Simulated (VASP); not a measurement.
The system is Si4Ge3.

```
Si Ge
1.0
     5.18150    2.99154    3.19867
    -5.18150    2.99154    3.19867
     0.00000   -5.98308    3.19867
Si Ge
8 6
Direct
  0.16071 0.01786 0.44643
  0.83929 0.98214 0.55357
  0.44643 0.16071 0.01786
  0.55357 0.83929 0.98214
  0.01786 0.44643 0.16071
  0.98214 0.55357 0.83929
  0.87500 0.87500 0.87500
  0.12500 0.12500 0.12500
  0.73214 0.30357 0.58929
  0.26786 0.69643 0.41071
  0.41071 0.26786 0.69643
  0.58929 0.73214 0.30357
  0.69643 0.41071 0.26786
  0.30357 0.58929 0.73214
```

* Program: VASP 6.6.1
* Task: relaxation of cell and atoms
* Functional: PBE
* Potentials or basis: VASP PAW PBE potentials, release 64 (Si, Ge_d)
* Cutoff: 600 eV
* k mesh: 3 × 3 × 3
* Occupations: gaussian, width 0.2 eV
* Spin: no spin polarisation

At the start: pressure 1.8 GPa; volume 21.25 Å³/atom.

Problem. Where does the relaxation end?

Solution. Over 6 steps the energy falls by 15.2 meV/atom and the volume is 21.70 Å³/atom (+2.1 %); space group R-3 (No. 148, to 0.1 Å) before and after.

The path:
```
step  energy change (eV)  largest force (eV/Å)  pressure (GPa)  volume (Å³)
   1              0.0000                0.5919            1.80       297.49
   2             -0.1549                0.2965           -0.97       307.89
   3             -0.1555                0.2829           -1.12       308.55
   4             -0.2074                0.1328           -0.17       304.57
   5             -0.2100                0.1437            0.12       303.47
   6             -0.2134                0.0383            0.02       303.84
```

Final structure:
```
CELL_PARAMETERS angstrom
5.21916 3.01328 3.21994
-5.21916 3.01328 3.21994
0.00000 -6.02656 3.21994
ATOMIC_POSITIONS crystal
Si 0.15377 0.01933 0.44133
Si 0.84623 0.98067 0.55867
Si 0.44133 0.15378 0.01933
Si 0.55867 0.84622 0.98067
Si 0.01933 0.44133 0.15377
Si 0.98067 0.55867 0.84623
Si 0.87627 0.87627 0.87627
Si 0.12373 0.12373 0.12373
Ge 0.73877 0.30219 0.59379
Ge 0.26123 0.69781 0.40621
Ge 0.40621 0.26123 0.69781
Ge 0.59379 0.73877 0.30219
Ge 0.69781 0.40621 0.26123
Ge 0.30219 0.59379 0.73877
```

Caveat: the relaxation stopped at a loose force limit of 0.08 eV/Å, so its end isn't a converged minimum.
